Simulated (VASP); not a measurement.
# Na (Im-3m) in VASP: single point with PBE

Aim: the single point of Na with PBE.

Program: VASP 6.6.1. These are calculated values, not measurements. Logs are shortened: lines on timing, memory, paths and dates and some standing lists are left out, and cuts for length are marked.

### Step 1. The cell of the first run

It takes space group Im-3m (No. 229, cubic). Conventional cell: a = 4.170 Å, b = 4.170 Å, c = 4.170 Å, α = 90.00°, β = 90.00°, γ = 90.00°. Na (site symmetry m-3m) has 14 Na at 3.61 to 4.17 Å within 4.7 Å.

### Step 2. Single point, PBE

File INCAR:

```
SYSTEM = Na
ALGO     = Normal         ! electronic algorithm
EDIFF    = 1E-6           ! SCF threshold, eV
ENCUT    = 500            ! plane-wave cutoff, eV
GGA      = PE             ! functional
GGA_COMPAT= .False.      
ISIF     = 2              ! what is computed and relaxed
ISMEAR   = -1             ! smearing method
LASPH    = .True.         ! aspherical terms in the spheres
LCHARG   = .True.         ! write CHGCAR
LELF     = .True.         ! ELF
LREAL    = .False.        ! projectors in reciprocal space
LVHAR    = .True.       
LWAVE    = .False.        ! write WAVECAR
NBANDS   = 10             ! bands
NELM     = 120            ! most SCF steps
PREC     = Accurate       ! precision mode
SIGMA    = 0.05           ! smearing width, eV
```

File KPOINTS:

```
k-points
0
Gamma
  9 9 9
  0 0 0
```

File POSCAR:

```
Na
1.0
   -2.0850000000      2.0850000000      2.0850000000
    2.0850000000     -2.0850000000      2.0850000000
    2.0850000000      2.0850000000     -2.0850000000
Na
1
Direct
    0.0000000000      0.0000000000      0.0000000000
```

Potentials or basis: VASP PAW PBE potentials, release 64 (Na_pv).

Run with:

```sh
cat potpaw_PBE.64/Na_pv/POTCAR > POTCAR
mpirun -np 1 vasp_std > vasp.out
```

OUTCAR:

```text
SYSTEM = Na
   EDIFF = 1E-6
   ENCUT = 500
   GGA = PE
   ISIF = 2
   ISMEAR = -1
   LASPH = .True.
   LREAL = .False.
   NELM = 120
   PREC = Accurate

 ion  position               nearest neighbor table
   1  0.000  0.000  0.000-

  LATTYP: Found a body centered cubic cell.
 ALAT       =     4.1700000000

  Lattice vectors:

 A1 = (  -2.0850000000,   2.0850000000,   2.0850000000)
 A2 = (   2.0850000000,  -2.0850000000,   2.0850000000)
 A3 = (   2.0850000000,   2.0850000000,  -2.0850000000)

Analysis of symmetry for initial positions (statically):
=====================================================================
 Subroutine PRICEL returns:
 Original cell was already a primitive cell.

 Routine SETGRP: Setting up the symmetry group for a
 body centered cubic supercell.

 Subroutine GETGRP returns: Found 48 space group operations
 (whereof 48 operations were pure point group operations)
 out of a pool of 48 trial point group operations.

The static configuration has the point symmetry O_h .

Analysis of symmetry for dynamics (positions and initial velocities):
=====================================================================
 Subroutine PRICEL returns:
 Original cell was already a primitive cell.

 Routine SETGRP: Setting up the symmetry group for a
 body centered cubic supercell.

 Subroutine GETGRP returns: Found 48 space group operations
 (whereof 48 operations were pure point group operations)
 out of a pool of 48 trial point group operations.

The dynamic configuration has the point symmetry O_h .

 Subroutine INISYM returns: Found 48 space group operations
 (whereof 48 operations are pure point group operations),
 and found     1 'primitive' translations

----------------------------------------------------------------------------------------

                                     Primitive cell

  volume of cell :      36.2559

  direct lattice vectors                    reciprocal lattice vectors
    -2.085000000  2.085000000  2.085000000     0.000000000  0.239808153  0.239808153
     2.085000000 -2.085000000  2.085000000     0.239808153  0.000000000  0.239808153
     2.085000000  2.085000000 -2.085000000     0.239808153  0.239808153  0.000000000

  length of vectors
     3.611325934  3.611325934  3.611325934     0.339139943  0.339139943  0.339139943

  position of ions in fractional coordinates (direct lattice)
     0.000000000  0.000000000  0.000000000

  ion indices of the primitive-cell ions
   primitive index   ion index
                 1           1

----------------------------------------------------------------------------------------

 KPOINTS: k-points

Automatic generation of k-mesh.
 Grid dimensions read from file:
 generate k-points for:    9    9    9

 Generating k-lattice:

  Cartesian coordinates                     Fractional coordinates (reciprocal lattice)
     0.000000000  0.026645350  0.026645350     0.111111111  0.000000000  0.000000000
     0.026645350  0.000000000  0.026645350     0.000000000  0.111111111  0.000000000
     0.026645350  0.026645350  0.000000000     0.000000000  0.000000000  0.111111111

  Length of vectors
     0.037682216  0.037682216  0.037682216

  Shift w.r.t. Gamma in fractional coordinates (k-lattice)
     0.000000000  0.000000000  0.000000000

 Subroutine IBZKPT returns following result:
 ===========================================

 Found     35 irreducible k-points:

 Following reciprocal coordinates:
            Coordinates               Weight
  0.000000  0.000000  0.000000      1.000000
  0.111111  0.000000  0.000000     12.000000
  0.222222  0.000000  0.000000     12.000000
  0.333333  0.000000  0.000000     12.000000
  0.444444  0.000000  0.000000     12.000000
  0.111111  0.111111  0.000000     24.000000
[... 16 lines left out ...]
 -0.333333  0.444444  0.111111     48.000000
 -0.444444 -0.444444  0.111111     24.000000
 [... further k-points ...]
   k-points           NKPTS =     35   k-points in BZ     NKDIM =     35   number of bands    NBANDS=     10
   number of dos      NEDOS =    301   number of ions     NIONS =      1
   total plane-waves  NPLWV =  21952
   dimension x,y,z NGX =    28 NGY =   28 NGZ =   28
   dimension x,y,z NGXF=    56 NGYF=   56 NGZF=   56
   ions per type =               1
   NGX,Y,Z   is equivalent  to a cutoff of  12.89, 12.89, 12.89 a.u.
   NGXF,Y,Z  is equivalent  to a cutoff of  25.78, 25.78, 25.78 a.u.
 SYSTEM =  Na
   PREC   = accura    normal or accurate (medium, high low for compatibility)
   ISTART =      0    job   : 0-new  1-cont  2-samecut
   ICHARG =      2    charge: 1-file 2-atom 10-const
   ISPIN  =      1    spin polarized calculation?
   LNONCOLLINEAR =      F non collinear calculations
   LSORBIT =      F    spin-orbit coupling
   LASPH  =      T    aspherical Exc in radial PAW
   ENCUT  =  500.0 eV  36.75 Ry    6.06 a.u.   6.58  6.58  6.58*2*pi/ulx,y,z
   NELM   =    120;   NELMIN=  2; NELMDL= -5     # of ELM steps
   EDIFF  = 0.1E-05   stopping-criterion for ELM
   LREAL  =      F    real-space projection
[... 7 lines left out ...]
   TEBEG  =    0.0;   TEEND  =   0.0 temperature during run
   PSTRESS=    0.0 pullay stress
   NELECT =       7.0000    total number of electrons
   NUPDOWN=      -1.0000    fix difference up-down
   EMIN   =  10.00;   EMAX   =-10.00  energy-range for DOS
   EFERMI =   0.00;   METHOD = LEGACY
   ISMEAR =    -1;   SIGMA  =   0.05  broadening in eV -4-tet -1-fermi 0-gaus
   EFERMI_NEDOS =   21; number of points for ismear=-14 and -15
   IALGO  =     38    algorithm
   IMIX   =      4    mixing-type and parameters
     AMIX     =   0.40;   BMIX     =  1.00
     AMIX_MAG =   1.60;   BMIX_MAG =  1.00
  volume/ion in A,a.u.               =      36.26       244.67
  Fermi-wavevector in a.u.,A,eV,Ry     =   0.946197  1.788053 12.181137  0.895288
  Thomas-Fermi vector in A             =   2.074171
   LORBIT       =      0    0 simple, 1 ext, 2 COOP (PROOUT), +10 PAW based schemes
   GGA     = PE    functional components
   LHFCALC =     F    Hartree Fock is set to
   AEXX    =    0.0000 exact exchange contribution
   IVDW    =     0    specifies the selected vdW correction
   LEPSILON=     F    determine dielectric tensor
   LRPA    =     F    only Hartree local field effects (RPA)
 non-spin polarized calculation
  energy-cutoff  :      500.00
  volume of cell :       36.26
 maximum number of plane-waves:       943
   NGX = 13   NGY = 13   NGZ = 13

 number of electron       6.9999995 magnetization

 Free energy of the ion-electron system (eV)
  ---------------------------------------------------
  ext. energy  EPLUGINS =         0.00000000
  ---------------------------------------------------
  free energy    TOTEN  =        -1.31744414 eV

  energy without entropy =       -1.31429026  energy(sigma->0) =       -1.31586720

 E-fermi :   0.3796     XC(G=0):  -6.5605

 val. band max:        0.2818966843   @ k =  -0.3333   0.4444   0.1111
 cond. band min:       0.4823151523   @ k =   0.4444   0.0000   0.0000
 fundamental gap:      0.2004184680
 Fermi energy:         0.3795859543

 k-point     1 :       0.0000    0.0000    0.0000
  band No.  band energies     occupation
      1     -24.4909      2.00000
      2     -24.4909      2.00000
      3     -24.4909      2.00000
      4      -2.9317      2.00000
      5      12.2710      0.00000
      6      12.2710      0.00000
      7      12.2710      0.00000
      8      13.2844      0.00000
      9      13.2844      0.00000
     10      13.8507      0.00000

 k-point     2 :       0.1111    0.0000    0.0000
  band No.  band energies     occupation
      1     -24.4954      2.00000
      2     -24.4924      2.00000
      3     -24.4909      2.00000
      4      -2.7108      2.00000
      5      10.0170      0.00000
      6      11.1981      0.00000
      7      11.5929      0.00000
      8      12.0740      0.00000
      9      12.6168      0.00000
     10      14.2627      0.00000

 k-point     3 :       0.2222    0.0000    0.0000
  band No.  band energies     occupation
      1     -24.5069      2.00000
      2     -24.4962      2.00000
      3     -24.4908      2.00000
      4      -2.0542      2.00000
      5       7.1584      0.00000
      6       9.9925      0.00000
      7      10.6969      0.00000
      8      10.9535      0.00000
      9      12.0018      0.00000
     10      14.6942      0.00000

 k-point     4 :       0.3333    0.0000    0.0000
  band No.  band energies     occupation
      1     -24.5198      2.00000
      2     -24.5006      2.00000
      3     -24.4908      2.00000
      4      -0.9784      2.00000
      5       4.6024      0.00000
      6       9.1627      0.00000
      7      10.0636      0.00000
      8      10.2044      0.00000
      9      11.3446      0.00000
     10      15.5799      0.00000
[... 222 lines left out ...]
 k-point    22 :      -0.4444    0.4444    0.1111
  band No.  band energies     occupation
      1     -24.5270      2.00000
      2     -24.5052      2.00000
      3     -24.4941      2.00000
      4       0.6877      0.00421
      5       2.6060      0.00000
      6       7.6557      0.00000
      7       8.6099      0.00000
      8      11.2279      0.00000
      9      12.3753      0.00000
     10      13.6655      0.00000

 k-point    23 :      -0.3333    0.4444    0.1111
  band No.  band energies     occupation
      1     -24.5225      2.00000
      2     -24.5074      2.00000
      3     -24.4970      2.00000
      4       0.2819      1.75172
      5       3.9656      0.00000
      6       5.9375      0.00000
      7       9.4950      0.00000
      8      11.2449      0.00000
      9      11.6493      0.00000
     10      14.5498      0.00000

 k-point    24 :      -0.4444   -0.4444    0.1111
  band No.  band energies     occupation
      1     -24.5256      2.00000
      2     -24.5095      2.00000
      3     -24.4970      2.00000
      4       1.6933      0.00000
      5       2.2113      0.00000
      6       5.7159      0.00000
      7       9.3520      0.00000
      8      11.1366      0.00000
      9      12.4968      0.00000
     10      13.5533      0.00000

 [... further k-points ...]

------------------------ aborting loop because EDIFF is reached ----------------------------------------

  FORCE on cell =-STRESS in cart. coord.  units (eV):
  Direction    XX          YY          ZZ          XY          YZ          ZX
  --------------------------------------------------------------------------------------
  -------------------------------------------------------------------------------------
  Total        0.0222198      0.0222198      0.0222198     -0.0000000      0.0000000     -0.0000000
  in kB        0.9819125      0.9819125      0.9819125     -0.0000000      0.0000000     -0.0000000
  external PRESSURE =       0.9819125 kB  Pullay stress =       0.0000000 kB

 VOLUME and BASIS-vectors are now :
 -----------------------------------------------------------------------------
  energy-cutoff  :      500.00
  volume of cell :       36.26
      direct lattice vectors                 reciprocal lattice vectors
    -2.085000000  2.085000000  2.085000000     0.000000000  0.239808153  0.239808153
     2.085000000 -2.085000000  2.085000000     0.239808153  0.000000000  0.239808153
     2.085000000  2.085000000 -2.085000000     0.239808153  0.239808153  0.000000000

 POSITION                                       TOTAL-FORCE (eV/Angst)
 -----------------------------------------------------------------------------------
      0.00000      0.00000      0.00000        -0.000000      0.000000      0.000000
 -----------------------------------------------------------------------------------
    total drift:                                0.000000     -0.000000     -0.000000

  FREE ENERGIE OF THE ION-ELECTRON SYSTEM (eV)
  ---------------------------------------------------
  free  energy   TOTEN  =        -1.3174441436 eV

  energy  without entropy=       -1.3142902626  energy(sigma->0) =       -1.31586720
```

Wall time 6.3 s (1 thread of Intel Xeon Platinum 8488C (Sapphire Rapids), shared host); peak memory 0.15 GiB.

What came out:

| Quantity | Value |
| --- | --- |
| Free energy | -1.3174 eV |
| Pressure | 0.1 GPa |
| Band gap on the k mesh | zero (an odd number of electrons rules out a gap without spin polarisation) |

Levels at points of the mesh, in eV from the Fermi level:
```
           k point  band 1  band 2  band 3  band 4  band 5  band 6  band 7
(0.00, 0.00, 0.00)  -24.87  -24.87  -24.87   -3.31   11.89   11.89   11.89
```
